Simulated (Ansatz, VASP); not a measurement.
Two plane-wave programs on HgS

Contents of INCAR:

```
PREC = Accurate ; ENCUT = 500
EDIFF = 1E-6 ; ISMEAR = 0
SIGMA = 0.05 ; LREAL = F
LASPH = T ; NELM = 120
ALGO = Normal ; ISIF = 2
LWAVE = F ; LCHARG = F
GGA = RE ; IVDW = 13
NBANDS = 16 ; GGA_COMPAT = F
```

File KPOINTS:

```
regular mesh
0
Gamma
  8 8 8
```

Contents of POSCAR:

```
HgS
1.0
    0.0000000000      2.9289995691      2.9289995691
    2.9289995691      0.0000000000      2.9289995691
    2.9289995691      2.9289995691      0.0000000000
Hg S
1 1
Direct
    0.0000000000      0.0000000000      0.0000000000
    0.7500000000      0.7500000000      0.7500000000
```

Input for Ansatz:

```yaml
crystal:
  lattice:
    - [0.0, 2.9289995691, 2.9289995691]
    - [2.9289995691, 0.0, 2.9289995691]
    - [2.9289995691, 2.9289995691, 0.0]
  atoms:
    - { symbol: Hg, position: [0.0, 0.0, 0.0] }
    - { symbol: S, position: [0.75, 0.75, 0.75] }
basis:
  ecutwfc: 420
  ecutrho_ratio: 4
kpoints:
  mp_grid: { grid: [8, 8, 8] }
hamiltonian:
  xc: revpbe
  dispersion: d4
scf:
  occupations: { method: gaussian, width: 0.05 }
output:
  forces: true
  stress: true
  eigenvalues: true
```

Alike in both runs: task single point; functional revPBE; dispersion D4; k mesh 8 × 8 × 8; occupations gaussian, width 0.05 eV; no spin polarisation.

|  | VASP | Ansatz |
| --- | --- | --- |
| version | VASP 6.6.1 | Ansatz 0.2.0 |
| potentials or method | VASP PAW PBE potentials, release 64 (Hg, S), cutoff 500 eV | scalar-relativistic, plane waves, PAW |
| valence electrons in the cell | 18 | 26 |

Ansatz gave:

- gap on the k mesh at the Fermi level (eV): none
- pressure (GPa): 1.6

Q: What did VASP give for the same quantities?

A: gap on the k mesh at the Fermi level (eV): none; pressure (GPa): 1.8.

VASP's potentials were made for PBE, not for revPBE. A gap of «none» marks a metal or a gap that the smearing closes. VASP's potentials hold 18 valence electrons a cell and Ansatz's 26, so a difference there can come from the potentials and not from the codes.

Spin-orbit coupling is off throughout.
